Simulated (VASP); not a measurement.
# YMg2CdSe (Cmcm) in VASP: single point with PBE

Aim: the single point of YMg2CdSe with PBE.

Everything below comes from runs of VASP 6.6.1. Logs are shortened: lines on timing, memory, paths and dates and some standing lists are left out, and cuts for length are marked.

## Step 1: The cell of the first run

Symmetry: Cmcm, No. 63, orthorhombic system. The conventional cell has a = 4.578 Å, b = 11.574 Å, c = 9.894 Å, α = 90.00°, β = 90.00°, γ = 90.00°. Y (site symmetry m2m) has 2 Se at 2.76 Å and 3 Cd at 3.31 to 3.40 Å and 6 Mg at 3.44 to 3.63 Å within 3.7 Å. Mg (site symmetry m) has 1 Se at 2.68 Å and 3 Mg at 3.04 to 3.10 Å and 2 Cd at 3.07 Å and 3 Y at 3.44 to 3.63 Å within 3.7 Å. Cd (site symmetry m2m) has 6 Mg at 3.07 to 4.00 Å and 3 Y at 3.31 to 3.40 Å and 4 Se at 3.57 Å within 4.0 Å. Within 3.6 Å of Se (site symmetry 2/m) lie 2 Mg at 2.68 Å and 2 Y at 2.76 Å and 4 Cd at 3.57 Å.

The cell was built from a structure type or drawn by symmetry, and may not be a known phase.

## Step 2: Single point, PBE

Contents of INCAR:

```
SYSTEM = YMg2CdSe
PREC = Accurate
ENCUT = 600
EDIFF = 1E-6
ISMEAR = 0
SIGMA = 0.1
LREAL = .False.
LASPH = .True.
NELM = 120
ALGO = Normal
ISIF = 2
LWAVE = .False.
LCHARG = .False.
GGA = PE
NBANDS = 44
GGA_COMPAT = .False.
```

Contents of KPOINTS:

```
regular mesh
0
Gamma
  8 8 4
  0 0 0
```

Contents of POSCAR:

```
YMg2CdSe
1.0
    2.2889144564     -5.7870485743      0.0000000000
    2.2889144564      5.7870485743      0.0000000000
    0.0000000000      0.0000000000      9.8940779517
Y Mg Cd Se
2 4 2 2
Direct
    0.1058736058      0.8941263942      0.7500000000
    0.8941263942      0.1058736058      0.2500000000
    0.7829370174      0.2170629826      0.5933959529
    0.2170629826      0.7829370174      0.4066040471
    0.2170629826      0.7829370174      0.0933959529
    0.7829370174      0.2170629826      0.9066040471
    0.3992511041      0.6007488959      0.7500000000
    0.6007488959      0.3992511041      0.2500000000
    0.0000000000      0.0000000000      0.5000000000
    0.0000000000      0.0000000000      0.0000000000
```

Potentials or basis: VASP PAW PBE potentials, release 64 (Y_sv, Mg, Cd, Se).

Started as:

```bash
$ cat potpaw_PBE.64/Y_sv/POTCAR potpaw_PBE.64/Mg/POTCAR potpaw_PBE.64/Cd/POTCAR potpaw_PBE.64/Se/POTCAR > POTCAR
$ mpirun -np 1 vasp_std > vasp.out
```

OUTCAR:

```text
SYSTEM = YMg2CdSe
   PREC = Accurate
   ENCUT = 600
   EDIFF = 1E-6
   ISMEAR = 0
   LREAL = .False.
   LASPH = .True.
   NELM = 120
   ISIF = 2
   GGA = PE

 ion  position               nearest neighbor table
   1  0.106  0.894  0.750-   9 2.76  10 2.76   7 3.31   7 3.31   7 3.40   6 3.44   3 3.44   6 3.44
                             3 3.44   4 3.63   5 3.63
   2  0.894  0.106  0.250-   9 2.76  10 2.76   8 3.31   8 3.31   8 3.40   4 3.44   5 3.44   4 3.44
                             5 3.44   3 3.63   6 3.63
   3  0.783  0.217  0.593-   9 2.68   4 3.04   4 3.04   7 3.07   7 3.07   6 3.10   1 3.44   1 3.44
                             2 3.63
   4  0.217  0.783  0.407-   9 2.68   3 3.04   3 3.04   8 3.07   8 3.07   5 3.10   2 3.44   2 3.44
                             1 3.63
   5  0.217  0.783  0.093-  10 2.68   6 3.04   6 3.04   8 3.07   8 3.07   4 3.10   2 3.44   2 3.44
                             1 3.63
   6  0.783  0.217  0.907-  10 2.68   5 3.04   5 3.04   7 3.07   7 3.07   3 3.10   1 3.44   1 3.44
                             2 3.63
   7  0.399  0.601  0.750-   3 3.07   6 3.07   3 3.07   6 3.07   1 3.31   1 3.31   1 3.40
   8  0.601  0.399  0.250-   4 3.07   5 3.07   4 3.07   5 3.07   2 3.31   2 3.31   2 3.40
   9  0.000  0.000  0.500-   3 2.68   4 2.68   1 2.76   2 2.76
  10  0.000  0.000  0.000-   5 2.68   6 2.68   1 2.76   2 2.76

  LATTYP: Found a base centered orthorhombic cell.
 ALAT       =     4.5778289128
 B/A-ratio  =     2.5282939509
 C/A-ratio  =     2.1613035655

  Lattice vectors:

 A1 = (   2.2889144564,  -5.7870485743,   0.0000000000)
 A2 = (   2.2889144564,   5.7870485743,   0.0000000000)
 A3 = (   0.0000000000,   0.0000000000,   9.8940779517)

Analysis of symmetry for initial positions (statically):
=====================================================================
 Subroutine PRICEL returns:
 Original cell was already a primitive cell.

 Routine SETGRP: Setting up the symmetry group for a
 base centered orthorhombic supercell.

 Subroutine GETGRP returns: Found  8 space group operations
 (whereof  4 operations were pure point group operations)
 out of a pool of  8 trial point group operations.

The static configuration has the point symmetry C_2h.
 The point group associated with its full space group is D_2h.

Analysis of symmetry for dynamics (positions and initial velocities):
=====================================================================
 Subroutine PRICEL returns:
 Original cell was already a primitive cell.

 Routine SETGRP: Setting up the symmetry group for a
 base centered orthorhombic supercell.

 Subroutine GETGRP returns: Found  8 space group operations
 (whereof  4 operations were pure point group operations)
 out of a pool of  8 trial point group operations.

The dynamic configuration has the point symmetry C_2h.
 The point group associated with its full space group is D_2h.

 Subroutine INISYM returns: Found  8 space group operations
 (whereof  4 operations are pure point group operations),
 and found     1 'primitive' translations

----------------------------------------------------------------------------------------

                                     Primitive cell

  volume of cell :     262.1151

  direct lattice vectors                    reciprocal lattice vectors
     2.288914456 -5.787048574  0.000000000     0.218444162 -0.086399828  0.000000000
     2.288914456  5.787048574  0.000000000     0.218444162  0.086399828  0.000000000
     0.000000000  0.000000000  9.894077952     0.000000000  0.000000000  0.101070560

  length of vectors
     6.223267678  6.223267678  9.894077952     0.234910157  0.234910157  0.101070560

  position of ions in fractional coordinates (direct lattice)
     0.105873606  0.894126394  0.750000000
     0.894126394  0.105873606  0.250000000
     0.782937017  0.217062983  0.593395953
     0.217062983  0.782937017  0.406604047
     0.217062983  0.782937017  0.093395953
     0.782937017  0.217062983  0.906604047
     0.399251104  0.600748896  0.750000000
     0.600748896  0.399251104  0.250000000
     0.000000000  0.000000000  0.500000000
     0.000000000  0.000000000  0.000000000

  ion indices of the primitive-cell ions
   primitive index   ion index
                 1           1
                 2           2
                 3           3
                 4           4
                 5           5
                 6           6
                 7           7
                 8           8
                 9           9
                10          10

----------------------------------------------------------------------------------------

 KPOINTS: regular mesh

Automatic generation of k-mesh.
 Grid dimensions read from file:
 generate k-points for:    8    8    4

 Generating k-lattice:

  Cartesian coordinates                     Fractional coordinates (reciprocal lattice)
     0.027305520 -0.010799978  0.000000000     0.125000000 -0.000000000  0.000000000
     0.027305520  0.010799978  0.000000000    -0.000000000  0.125000000  0.000000000
     0.000000000  0.000000000  0.025267640     0.000000000  0.000000000  0.250000000

  Length of vectors
     0.029363770  0.029363770  0.025267640

  Shift w.r.t. Gamma in fractional coordinates (k-lattice)
     0.000000000  0.000000000  0.000000000

 Subroutine IBZKPT returns following result:
 ===========================================

 Found     63 irreducible k-points:

 Following reciprocal coordinates:
            Coordinates               Weight
  0.000000  0.000000  0.000000      1.000000
  0.125000  0.000000  0.000000      4.000000
  0.250000  0.000000  0.000000      4.000000
  0.375000  0.000000  0.000000      4.000000
  0.500000  0.000000  0.000000      2.000000
  0.125000  0.125000  0.000000      2.000000
[... 16 lines left out ...]
  0.125000  0.000000  0.250000      8.000000
  0.250000  0.000000  0.250000      8.000000
 [... further k-points ...]
   k-points           NKPTS =     63   k-points in BZ     NKDIM =     63   number of bands    NBANDS=     44
   number of dos      NEDOS =    301   number of ions     NIONS =     10
   total plane-waves  NPLWV = 200000
   dimension x,y,z NGX =    50 NGY =   50 NGZ =   80
   dimension x,y,z NGXF=   100 NGYF=  100 NGZF=  160
   ions per type =               2   4   2   2
   NGX,Y,Z   is equivalent  to a cutoff of  13.36, 13.36, 13.44 a.u.
   NGXF,Y,Z  is equivalent  to a cutoff of  26.71, 26.71, 26.88 a.u.
 SYSTEM =  YMg2CdSe
   PREC   = accura    normal or accurate (medium, high low for compatibility)
   ISTART =      0    job   : 0-new  1-cont  2-samecut
   ICHARG =      2    charge: 1-file 2-atom 10-const
   ISPIN  =      1    spin polarized calculation?
   LNONCOLLINEAR =      F non collinear calculations
   LSORBIT =      F    spin-orbit coupling
   LASPH  =      T    aspherical Exc in radial PAW
   ENCUT  =  600.0 eV  44.10 Ry    6.64 a.u.  12.43 12.43 19.76*2*pi/ulx,y,z
   NELM   =    120;   NELMIN=  2; NELMDL= -5     # of ELM steps
   EDIFF  = 0.1E-05   stopping-criterion for ELM
   LREAL  =      F    real-space projection
   EDIFFG = 0.1E-04   stopping-criterion for IOM
   NSW    =      0    number of steps for IOM
   IBRION =     -1    ionic relax: 0-MD 1-quasi-New 2-CG
   NFREE  =      0    steps in history (QN), initial steepest desc. (CG)
   ISIF   =      2    stress and relaxation
   ISYM   =      2    0-nonsym 1-usesym 2-fastsym
   POTIM  = 0.5000    time-step for ionic-motion
   TEBEG  =    0.0;   TEEND  =   0.0 temperature during run
   PSTRESS=    0.0 pullay stress
   NELECT =      66.0000    total number of electrons
   NUPDOWN=      -1.0000    fix difference up-down
   EMIN   =  10.00;   EMAX   =-10.00  energy-range for DOS
   EFERMI =   0.00;   METHOD = LEGACY
   ISMEAR =     0;   SIGMA  =   0.10  broadening in eV -4-tet -1-fermi 0-gaus
   EFERMI_NEDOS =   21; number of points for ismear=-14 and -15
   IALGO  =     38    algorithm
   IMIX   =      4    mixing-type and parameters
     AMIX     =   0.40;   BMIX     =  1.00
     AMIX_MAG =   1.60;   BMIX_MAG =  1.00
  volume/ion in A,a.u.               =      26.21       176.88
  Fermi-wavevector in a.u.,A,eV,Ry     =   1.033774  1.953549 14.540383  1.068688
  Thomas-Fermi vector in A             =   2.168037
   LORBIT       =      0    0 simple, 1 ext, 2 COOP (PROOUT), +10 PAW based schemes
   GGA     = PE    functional components
   LHFCALC =     F    Hartree Fock is set to
   AEXX    =    0.0000 exact exchange contribution
   IVDW    =     0    specifies the selected vdW correction
   LEPSILON=     F    determine dielectric tensor
   LRPA    =     F    only Hartree local field effects (RPA)
 non-spin polarized calculation
 Gauss-broadening in eV      SIGMA  =   0.10
  energy-cutoff  :      600.00
  volume of cell :      262.12
 maximum number of plane-waves:      8782
 NGX is ok and might be reduce to    50
   NGX = 25   NGY = 25   NGZ = 39

 number of electron      66.0000009 magnetization

 Free energy of the ion-electron system (eV)
  ---------------------------------------------------
  ext. energy  EPLUGINS =         0.00000000
  ---------------------------------------------------
  free energy    TOTEN  =       -31.84637975 eV

  energy without entropy =      -31.82471286  energy(sigma->0) =      -31.83554630

 E-fermi :   2.6907     XC(G=0):  -9.0796

 val. band max:        2.6646940868   @ k =   0.1250   0.1250   0.0000
 cond. band min:       2.6931766258   @ k =   0.3750   0.3750   0.5000
 fundamental gap:      0.0284825390
 Fermi energy:         2.6906989840

 k-point     1 :       0.0000    0.0000    0.0000
  band No.  band energies     occupation
      1     -40.4029      2.00000
      2     -40.4029      2.00000
      3     -20.4643      2.00000
      4     -20.4429      2.00000
      5     -20.4146      2.00000
      6     -20.4098      2.00000
[... 36 lines left out ...]
     43       5.9977      0.00000
     44       6.0734      0.00000
[... 1040 lines left out ...]
      4     -20.4455      2.00000
      5     -20.4127      2.00000
      6     -20.4095      2.00000
[... 36 lines left out ...]
     43       5.9287      0.00000
     44       6.0961      0.00000

 [... further k-points ...]

------------------------ aborting loop because EDIFF is reached ----------------------------------------

  FORCE on cell =-STRESS in cart. coord.  units (eV):
  Direction    XX          YY          ZZ          XY          YZ          ZX
  --------------------------------------------------------------------------------------
  -------------------------------------------------------------------------------------
  Total       -0.0310174     -0.1324494     -0.0634970      0.0000000     -0.0000000      0.0000000
  in kB       -0.1895935     -0.8095961     -0.3881250      0.0000000     -0.0000000      0.0000000
  external PRESSURE =      -0.4624382 kB  Pullay stress =       0.0000000 kB

 VOLUME and BASIS-vectors are now :
 -----------------------------------------------------------------------------
  energy-cutoff  :      600.00
  volume of cell :      262.12
      direct lattice vectors                 reciprocal lattice vectors
     2.288914456 -5.787048574  0.000000000     0.218444162 -0.086399828  0.000000000
     2.288914456  5.787048574  0.000000000     0.218444162  0.086399828  0.000000000
     0.000000000  0.000000000  9.894077952     0.000000000  0.000000000  0.101070560

 POSITION                                       TOTAL-FORCE (eV/Angst)
 -----------------------------------------------------------------------------------
      2.28891      4.56166      7.42056         0.000000     -0.009731      0.000000
      2.28891     -4.56166      2.47352         0.000000      0.009731     -0.000000
      2.28891     -3.27474      5.87111         0.000000     -0.006285     -0.000060
      2.28891      3.27474      4.02297         0.000000      0.006285      0.000060
      2.28891      3.27474      0.92407         0.000000      0.006285     -0.000060
      2.28891     -3.27474      8.97001         0.000000     -0.006285      0.000060
      2.28891      1.16608      7.42056         0.000000      0.012741     -0.000000
      2.28891     -1.16608      2.47352         0.000000     -0.012741      0.000000
      0.00000      0.00000      4.94704         0.000000      0.000000      0.000000
      0.00000      0.00000      0.00000         0.000000      0.000000      0.000000
 -----------------------------------------------------------------------------------
    total drift:                                0.000000      0.000000      0.000000

  FREE ENERGIE OF THE ION-ELECTRON SYSTEM (eV)
  ---------------------------------------------------
  free  energy   TOTEN  =       -31.8463797458 eV

  energy  without entropy=      -31.8247128586  energy(sigma->0) =      -31.83554630
```

Run time: 12 min. Hardware: 1 thread of Intel Xeon 6975P-C (Granite Rapids), shared host; peak memory 1.1 GiB.

Results:

- Free energy: -31.8464 eV
- Pressure: 0.0 GPa
- Largest force: 0.013 eV/Å
- Band gap on the k mesh: zero (bands 33 and 34 overlap by 2.09 eV)

Forces on the atoms (eV/Å):
```
Y    0.000 -0.010  0.000
Y    0.000  0.010  0.000
Mg   0.000 -0.006  0.000
Mg   0.000  0.006  0.000
Mg   0.000  0.006  0.000
Mg   0.000 -0.006  0.000
Cd   0.000  0.013  0.000
Cd   0.000 -0.013  0.000
Se   0.000  0.000  0.000
Se   0.000  0.000  0.000
```
